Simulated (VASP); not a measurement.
# AlGaN2 (P-4m2) in VASP: notebook, part 2 of 2

VASP 6.6.1. Earlier steps stand in the parts before.

## Step 3: Single point, LDA (10.64 Å³/atom)

This run uses another cell than the first one, of 10.64 Å³/atom.

INCAR

```
PREC = Accurate
ENCUT = 520
EDIFF = 1E-7
ISMEAR = 0
SIGMA = 0.05
LREAL = False
LASPH = True
NELM = 80
ALGO = Normal
ISIF = 2
LWAVE = False
LCHARG = False
NBANDS = 21
```

KPOINTS

```
Automatic mesh
0
Gamma
  8 8 6
```

POSCAR

```
AlGaN2
1.0
    2.9318872435      0.0000000000      0.0000000000
    0.0000000000      2.9318872435      0.0000000000
    0.0000000000      0.0000000000      4.9493188557
Al Ga N
1 1 2
Direct
    0.5000000000      0.5000000000      0.5000000000
    0.0000000000      0.0000000000      0.0000000000
    0.5000000000      0.0000000000      0.7418999193
    0.0000000000      0.5000000000      0.2581000807
```

Potentials or basis: VASP PAW LDA potentials, release 64 (Al, Ga_d, N).

On the command line:

```sh
cat potpaw_LDA.64/Al/POTCAR potpaw_LDA.64/Ga_d/POTCAR potpaw_LDA.64/N/POTCAR > POTCAR
mpirun -np 1 vasp_std > vasp.out
```

OUTCAR:

```text
PREC = Accurate
   ENCUT = 520
   EDIFF = 1E-7
   ISMEAR = 0
   LREAL = False
   LASPH = True
   NELM = 80
   ISIF = 2

 ion  position               nearest neighbor table
   1  0.500  0.500  0.500-   3 1.89   4 1.89   3 1.89   4 1.89
   2  0.000  0.000  0.000-   3 1.94   4 1.94   4 1.94   3 1.94
   3  0.500  0.000  0.742-   1 1.89   1 1.89   2 1.94   2 1.94
   4  0.000  0.500  0.258-   1 1.89   1 1.89   2 1.94   2 1.94

  LATTYP: Found a simple tetragonal cell.
 ALAT       =     2.9318872435
 C/A-ratio  =     1.6881000000

  Lattice vectors:

 A1 = (   2.9318872435,   0.0000000000,   0.0000000000)
 A2 = (   0.0000000000,   2.9318872435,   0.0000000000)
 A3 = (   0.0000000000,   0.0000000000,   4.9493188557)

Analysis of symmetry for initial positions (statically):
=====================================================================
 Subroutine PRICEL returns:
 Original cell was already a primitive cell.

 Routine SETGRP: Setting up the symmetry group for a
 simple tetragonal supercell.

[... 168 lines left out ...]

  energy without entropy =      -29.79710517  energy(sigma->0) =      -29.79710517

 E-fermi :   6.3703     XC(G=0): -11.8720

 val. band max:        6.1267356007   @ k =   0.2500   0.0000   0.0000
 cond. band min:       8.5777162400   @ k =   0.0000   0.0000   0.0000
 fundamental gap:      2.4509806393
 Fermi energy:         6.3703400843

 k-point     1 :       0.0000    0.0000    0.0000
  band No.  band energies     occupation
      1      -9.8248      2.00000
      2      -8.5232      2.00000
      3      -7.4263      2.00000
      4      -7.4263      2.00000
      5      -7.4233      2.00000
      6      -7.2911      2.00000
[... 565 lines left out ...]
     20      18.3966      0.00000
     21      18.9100      0.00000

 [... further k-points ...]

------------------------ aborting loop because EDIFF is reached ----------------------------------------

  FORCE on cell =-STRESS in cart. coord.  units (eV):
  Direction    XX          YY          ZZ          XY          YZ          ZX
  --------------------------------------------------------------------------------------
  -------------------------------------------------------------------------------------
  Total        2.9940841      2.9940841     -6.8068057      0.0000000      0.0000000      0.0000000
  in kB      112.7546920    112.7546920   -256.3385800      0.0000000      0.0000000      0.0000000
  external PRESSURE =     -10.2763987 kB  Pullay stress =       0.0000000 kB

 VOLUME and BASIS-vectors are now :
 -----------------------------------------------------------------------------
  energy-cutoff  :      520.00
  volume of cell :       42.54
      direct lattice vectors                 reciprocal lattice vectors
     2.931887243  0.000000000  0.000000000     0.341077237  0.000000000  0.000000000
     0.000000000  2.931887243  0.000000000     0.000000000  0.341077237  0.000000000
     0.000000000  0.000000000  4.949318856     0.000000000  0.000000000  0.202048005

 POSITION                                       TOTAL-FORCE (eV/Angst)
 -----------------------------------------------------------------------------------
      1.46594      1.46594      2.47466         0.000000      0.000000      0.000000
      0.00000      0.00000      0.00000        -0.000000     -0.000000      0.000000
      1.46594      0.00000      3.67190         0.000000     -0.000000     -0.037067
      0.00000      1.46594      1.27742         0.000000     -0.000000      0.037067
 -----------------------------------------------------------------------------------
    total drift:                               -0.000000      0.000000      0.000000

  FREE ENERGIE OF THE ION-ELECTRON SYSTEM (eV)
  ---------------------------------------------------
  free  energy   TOTEN  =       -29.7971051731 eV

  energy  without entropy=      -29.7971051731  energy(sigma->0) =      -29.79710517
```

Wall time 59 s (1 thread of Intel Xeon 8259CL, shared host); peak memory 0.18 GiB.

Results:

- Free energy: -29.7971 eV
- Pressure: -1.0 GPa
- Largest force: 0.037 eV/Å
- Band gap on the k mesh: 2.45 eV (least direct gap 2.48 eV)

Forces on the atoms (eV/Å):
```
Al   0.000  0.000  0.000
Ga   0.000  0.000  0.000
N    0.000  0.000 -0.037
N    0.000  0.000  0.037
```

Levels at points of the mesh, in eV from the valence-band top:
```tsv
k point	band 10	band 11	band 12	band 13	band 14	band 15	band 16	band 17
(0.00, 0.00, 0.00)	-1.74	-1.29	-0.03	-0.03	2.45	3.95	9.07	10.34
(0.50, 0.00, 0.00)	-4.18	-4.11	-0.53	-0.22	6.73	6.74	7.67	8.71
(0.50, 0.50, 0.00)	-3.15	-3.15	-3.14	-3.03	2.60	2.60	4.90	7.64
(0.00, 0.00, 0.50)	-1.23	-1.23	-0.69	-0.69	4.75	5.06	6.96	9.51
(0.50, 0.00, 0.50)	-2.01	-1.96	-0.53	-0.18	3.89	5.01	8.90	9.14
(0.50, 0.50, 0.50)	-4.34	-3.70	-3.70	-3.63	4.88	4.88	7.94	8.13
```

A k mesh can miss the band edges.

## Step 4: Single point, LDA (10.64 Å³/atom)

This run uses another cell than the first one, of 10.64 Å³/atom.

INCAR

```
SYSTEM = AlGaN2
PREC = Accurate
ENCUT = 520
EDIFF = 1E-7
ISMEAR = 0
SIGMA = 0.05
LREAL = .False.
LASPH = .True.
NELM = 80
ALGO = Normal
ISIF = 2
LWAVE = .False.
LCHARG = .False.
GGA = CA
NBANDS = 21
```

KPOINTS

```
Automatic mesh
0
Gamma
  8 8 6
  0 0 0
```

POSCAR

```
AlGaN2
1.0
    3.1152128962      0.0000000000      0.0000000000
    0.0000000000      3.1152128962      0.0000000000
    0.0000000000      0.0000000000      4.3839389486
Al Ga N
1 1 2
Direct
    0.5000000000      0.5000000000      0.5000000000
    0.0000000000      0.0000000000      0.0000000000
    0.5000000000      0.0000000000      0.7400738390
    0.0000000000      0.5000000000      0.2599261610
```

On the command line:

```sh
cat potpaw_LDA.64/Al/POTCAR potpaw_LDA.64/Ga_d/POTCAR potpaw_LDA.64/N/POTCAR > POTCAR
mpirun -np 1 vasp_std > vasp.out
```

It took 62 s on 1 thread of Intel Xeon 8259CL, shared host; peak memory 0.18 GiB.

Results (log left out):

```
Free energy            : -30.3152 eV
Pressure               : 0.9 GPa
Largest force          : 0.033 eV/Å
Band gap on the k mesh : 3.07 eV
```

Forces in eV/Å, atoms in the order of the input:
```
Al   0.000  0.000  0.000
Ga   0.000  0.000  0.000
N    0.000  0.000 -0.033
N    0.000  0.000  0.033
```

Levels at points of the mesh, in eV from the valence-band top:
```csv
k point,band 11,band 12,band 13,band 14,band 15,band 16
"(0.00, 0.00, 0.00)",-0.22,0.00,0.00,3.07,3.49,7.58
"(0.50, 0.00, 0.00)",-2.95,-1.00,-0.73,7.18,7.27,8.01
"(0.50, 0.50, 0.00)",-2.34,-2.34,-2.32,3.25,3.25,6.36
"(0.00, 0.00, 0.50)",-1.62,-1.03,-1.03,5.31,5.44,8.03
"(0.50, 0.00, 0.50)",-0.89,-0.62,-0.60,5.33,6.68,9.20
"(0.50, 0.50, 0.50)",-3.36,-3.35,-3.35,6.16,6.16,9.04
```

## Step 5: Overview

| cell | gap on the mesh (eV) | pressure (GPa) | largest force (eV/Å) |
| --- | --- | --- | --- |
| a = 2.981, b = 2.981, c = 4.595 Å, 4 atoms | 2.94 | 9.7 | 0.04 |
| a = 2.932, b = 2.932, c = 4.949 Å, 4 atoms | 2.45 | -1.0 | 0.04 |
| a = 3.115, b = 3.115, c = 4.384 Å, 4 atoms | 3.07 | 0.9 | 0.03 |

Alike in all rows: task single point; level LDA; potentials or basis VASP PAW LDA potentials, release 64 (Al, Ga_d, N); no spin polarisation; k mesh 8 × 8 × 6; cutoff (eV) 520; smearing gaussian 0.05 eV.

Caveats: the cell stands under pressure (at least some runs).

Total energies depend on the potentials used, so only differences within one code and one set of settings carry meaning.
